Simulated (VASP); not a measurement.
# MnS (F-43m) in VASP: notebook, part 2 of 2

VASP 6.6.1. Earlier steps stand in the parts before.

### 3 Relaxation of cell and atoms, BLYP, collinear spin, ferromagnetic start

Input file INCAR:

```
SYSTEM = MnS
AGGAC = 1.0
AGGAX = 1.0
ALDAC = 0.0
ALDAX = 1.0
ALGO = Normal
EDIFF = 1E-6
EDIFFG = -0.01
ENCUT = 600
GGA = B5
IBRION = 2
ISIF = 3
ISMEAR = -1
ISPIN = 2
LASPH = .TRUE.
LCHARG = .FALSE.
LMAXMIX = 4
LORBIT = 11
LREAL = .FALSE.
LWAVE = .FALSE.
MAGMOM = 4 0
NELM = 150
NSW = 60
PREC = Accurate
SIGMA = 0.05
```

Input file KPOINTS:

```
k-points
0
G
  9 9 9
  0 0 0
```

Input file POSCAR:

```
MnS
1.0
    0.0000000000      2.4734634191      2.4734634191
    2.4734634191      0.0000000000      2.4734634191
    2.4734634191      2.4734634191      0.0000000000
Mn S
1 1
Direct
    0.0000000000      0.0000000000      0.0000000000
    0.7500000000      0.7500000000      0.7500000000
```

Potentials or basis: VASP PAW PBE potentials, release 64 (Mn_pv, S).

On the command line:

```bash
$ cat potpaw_PBE.64/Mn_pv/POTCAR potpaw_PBE.64/S/POTCAR > POTCAR
$ mpirun -np 1 vasp_std > vasp.out
```

OUTCAR:

```text
SYSTEM = MnS
   EDIFF = 1E-6
   EDIFFG = -0.01
   ENCUT = 600
   GGA = B5
   IBRION = 2
   ISIF = 3
   ISMEAR = -1
   ISPIN = 2
   LASPH = .TRUE.
   LORBIT = 11
   LREAL = .FALSE.
   NELM = 150
   NSW = 60
   PREC = Accurate

 ion  position               nearest neighbor table
   1  0.000  0.000  0.000-   2 2.14   2 2.14   2 2.14   2 2.14
   2  0.750  0.750  0.750-   1 2.14   1 2.14   1 2.14   1 2.14

  LATTYP: Found a face centered cubic cell.
 ALAT       =     4.9469268382

  Lattice vectors:

 A1 = (   0.0000000000,   2.4734634191,   2.4734634191)
 A2 = (   2.4734634191,   0.0000000000,   2.4734634191)
 A3 = (   2.4734634191,   2.4734634191,   0.0000000000)

Analysis of symmetry for initial positions (statically):
=====================================================================
 Subroutine PRICEL returns:
 Original cell was already a primitive cell.

 Routine SETGRP: Setting up the symmetry group for a
 face centered cubic supercell.

 Subroutine GETGRP returns: Found 24 space group operations
 (whereof 24 operations were pure point group operations)
 out of a pool of 48 trial point group operations.

The static configuration has the point symmetry T_d .

Analysis of symmetry for dynamics (positions and initial velocities):
=====================================================================
 Subroutine PRICEL returns:
 Original cell was already a primitive cell.

 Routine SETGRP: Setting up the symmetry group for a
 face centered cubic supercell.

 Subroutine GETGRP returns: Found 24 space group operations
 (whereof 24 operations were pure point group operations)
 out of a pool of 48 trial point group operations.

The dynamic configuration has the point symmetry T_d .

Analysis of structural, dynamic, and magnetic symmetry:
=====================================================================
 Subroutine PRICEL returns:
 Original cell was already a primitive cell.

 Routine SETGRP: Setting up the symmetry group for a
 face centered cubic supercell.

[... 154 lines left out ...]
  energy without entropy =      -12.13079567  energy(sigma->0) =      -12.14093171

------------------------ aborting loop because EDIFF is reached ----------------------------------------

  FORCE on cell =-STRESS in cart. coord.  units (eV):
  Direction    XX          YY          ZZ          XY          YZ          ZX
  --------------------------------------------------------------------------------------
  -------------------------------------------------------------------------------------
  Total        1.9627207      1.9627207      1.9627207      0.0000000     -0.0000000      0.0000000
  in kB      103.9016929    103.9016929    103.9016929      0.0000000     -0.0000000      0.0000000
  external PRESSURE =     103.9016929 kB  Pullay stress =       0.0000000 kB
[... 23 lines left out ...]
--------------------------------------- Ionic step        2  -------------------------------------------

 number of electron      18.9999992 magnetization      -0.0013139

 E-fermi :   6.3485     XC(G=0):  -9.9357

 val. band max:        6.3265017698   @ k =   0.4444   0.4444   0.0000
 cond. band min:       6.3618108333   @ k =   0.4444   0.3333   0.0000
 fundamental gap:      0.0353090634
 Fermi energy:         6.3485364023

 spin component 1

 k-point     1 :       0.0000    0.0000    0.0000
  band No.  band energies     occupation
      1     -41.1624      1.00000
      2     -41.1624      1.00000
      3     -41.1623      1.00000
      4      -8.2072      1.00000
      5       2.1646      1.00000
      6       2.1646      1.00000
      7       2.1646      1.00000
      8       5.7333      1.00000
      9       5.7334      1.00000
     10       9.3414      0.00000
     11       9.3415      0.00000
     12       9.3415      0.00000
[... 888 lines left out ...]
--------------------------------------- Ionic step        3  -------------------------------------------

 number of electron      19.0000013 magnetization      -0.0038190

 Free energy of the ion-electron system (eV)
  ---------------------------------------------------
  ext. energy  EPLUGINS =         0.00000000
  ---------------------------------------------------
  free energy    TOTEN  =       -12.22422598 eV

  energy without entropy =      -12.20223633  energy(sigma->0) =      -12.21323116

 E-fermi :   6.9987     XC(G=0): -10.2304

 val. band max:        6.9966065346   @ k =   0.4444   0.4444   0.0000
 cond. band min:       6.9998056962   @ k =   0.4444   0.4444   0.0000
 fundamental gap:      0.0031991616
 Fermi energy:         6.9986686947

 spin component 1

 k-point     1 :       0.0000    0.0000    0.0000
  band No.  band energies     occupation
      1     -40.5074      1.00000
      2     -40.5074      1.00000
      3     -40.5074      1.00000
      4      -7.8565      1.00000
      5       2.6068      1.00000
      6       2.6068      1.00000
      7       2.6068      1.00000
      8       6.3228      1.00000
      9       6.3228      1.00000
     10      10.2986      0.00000
     11      10.2987      0.00000
     12      10.2987      0.00000
[... 882 lines left out ...]
  FREE ENERGIE OF THE ION-ELECTRON SYSTEM (eV)
  ---------------------------------------------------
  free  energy   TOTEN  =       -12.2242259820 eV

  energy  without entropy=      -12.2022363285  energy(sigma->0) =      -12.21323116

 reached required accuracy - stopping structural energy minimisation

 total charge

# of ion       s       p       d       tot
------------------------------------------
    1        0.321   6.270   5.323  11.914
    2        1.331   2.422   0.000   3.753
--------------------------------------------------
tot          1.653   8.692   5.323  15.668

 magnetization (x)

# of ion       s       p       d       tot
------------------------------------------
    1       -0.000  -0.000  -0.004  -0.004
    2        0.000   0.000   0.000   0.000
--------------------------------------------------
tot         -0.000   0.000  -0.004  -0.004
```

CONTCAR:

```text
MnS
   1.00000000000000
     0.0000000000000000    2.5379769539424832    2.5379769539424832
     2.5379769539424832   -0.0000000000000000    2.5379769539424832
     2.5379769539424832    2.5379769539424832    0.0000000000000000
  Mn              S
     1     1
Direct
     0.0000000000000000    0.0000000000000000    0.0000000000000000
     0.7500000000000000    0.7500000000000000    0.7500000000000000

  0.00000000E+00  0.00000000E+00  0.00000000E+00
  0.00000000E+00  0.00000000E+00  0.00000000E+00
```

It took 79 s on 1 thread of Intel Xeon Platinum 8488C (Sapphire Rapids), shared host; peak memory 0.19 GiB.

What came out:

* Free energy: -12.2242 eV
* Relaxed volume: 16.35 Å³/atom
* Relaxed cell: a = 3.589 Å, b = 3.589 Å, c = 3.589 Å, α = 60.00°, β = 60.00°, γ = 60.00°
* Space group after relaxing (to 0.1 Å): F-43m (No. 216)
* Energy gained by relaxing: 36.6 meV/atom
* Ionic steps: 3
* Pressure after relaxing: 0.0 GPa
* Net moment: 0.00 μB per cell
* Valence electrons inside the program's atomic spheres: Mn 11.91; S 3.75

The path:
| step | energy change (eV) | largest force (eV/Å) | pressure (GPa) | volume (Å³) |
| --- | --- | --- | --- | --- |
| 1 | 0.0000 | 0.0000 | 10.39 | 30.27 |
| 2 | -0.0314 | 0.0000 | -5.96 | 34.77 |
| 3 | -0.0732 | 0.0000 | -0.04 | 32.70 |

Final structure:
```
CELL_PARAMETERS angstrom
0.00000 2.53798 2.53798
2.53798 0.00000 2.53798
2.53798 2.53798 0.00000
ATOMIC_POSITIONS crystal
Mn 0.00000 0.00000 0.00000
S 0.75000 0.75000 0.75000
```

Caveat: the PAW data sets were made with another functional, which shifts forces and pressure a little; semilocal functionals often make such compounds metallic where correlation or magnetic order opens a gap, which also shifts bond lengths.
